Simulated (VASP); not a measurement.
The system is CoMo.

```
Co Mo
1.0
     2.69493    0.00000    0.00000
    -1.34746    2.33388    0.00000
     0.00000    0.00000    4.18362
Co Mo
1 1
Cartesian
  1.3475 0.7780 2.0918
  0.0000 1.5559 0.0000
```

Base run:

- Program: VASP 6.6.1
- Functional: LDA
- Potentials or basis: VASP PAW LDA potentials, release 64 (Co, Mo_sv)
- Cutoff: 520 eV
- k mesh: 14 × 14 × 8
- Occupations: fermi-dirac, width 0.05 eV
- Spin: collinear spin, ferromagnetic start
- Starting moments: [0.4, 0.0] μB

Its results: pressure -12.9 GPa; net moment 0.00 μB per cell.

Problem. The run is repeated on the same cell with these changes: moments at the start from [0.4, 0.0] to [2.0, 0.0]. What comes out?

Solution. Pressure -12.8 GPa; net moment 0.32 μB per cell; site moments Co +0.35; Mo -0.02 μB.
